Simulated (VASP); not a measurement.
# SnO2: single point with r2SCAN

Crystal: SnO2.

```
CELL_PARAMETERS angstrom
1.69416 0.97812 3.90777
-1.69416 0.97812 3.90777
0.00000 -1.95624 3.90777
ATOMIC_POSITIONS crystal
Sn 0.50000 0.50000 0.50000
O 0.24125 0.24125 0.24125
O 0.75875 0.75875 0.75875
```

This cell differs from its parent crystal: ratio of the length along z to the lengths across it x 0.85, volume and fractional coordinates fixed.

* Program: VASP 6.6.1
* Task: single point
* Functional: r2SCAN
* Potentials or basis: VASP PAW PBE potentials, release 64 (Sn_d, O)
* Cutoff: 520 eV
* k mesh: 12 × 12 × 12
* Occupations: gaussian, width 0.05 eV
* Spin: no spin polarisation

The pressure is -9.8 GPa and the largest force is 0.257 eV/Å. The band gap on the k mesh is 1.17 eV.

Forces on the atoms (eV/Å):
```
Sn   0.000  0.000  0.000
O    0.000  0.000  0.257
O    0.000  0.000 -0.257
```

Stress tensor (GPa, compression positive):
```
-14.28   0.00   0.00
  0.00 -14.28   0.00
  0.00   0.00  -0.91
```

Levels at points of the mesh, in eV from the valence-band top:
| k point | band 9 | band 10 | band 11 | band 12 | band 13 | band 14 | band 15 | band 16 | band 17 | band 18 |
| --- | --- | --- | --- | --- | --- | --- | --- | --- | --- | --- |
| (0.00, 0.00, 0.00) | -1.71 | -1.71 | -1.62 | -1.62 | 0.00 | 1.17 | 5.79 | 10.35 | 10.35 | 13.57 |
| (0.50, 0.00, 0.00) | -3.93 | -3.52 | -1.81 | -1.32 | -1.07 | 5.50 | 8.44 | 9.48 | 13.48 | 13.72 |
| (0.50, 0.50, 0.00) | -4.71 | -3.98 | -0.59 | -0.47 | -0.05 | 4.79 | 7.09 | 10.81 | 11.56 | 13.73 |
| (0.50, 0.50, 0.50) | -2.29 | -1.99 | -1.99 | -1.48 | -1.48 | 3.63 | 6.43 | 11.22 | 11.22 | 15.90 |

Wall time 25 min on 1 thread of AMD EPYC 7R43 64-Core Processor (Zen 3), on a shared host, peak memory 0.26 GiB.

Caveat: the stress differs along the axes, from -14 to -1 GPa; the PAW data sets were made with another functional, which shifts forces and pressure a little; spin-orbit coupling is left out, which moves the levels of the heavy elements. A k mesh can miss the band edges.
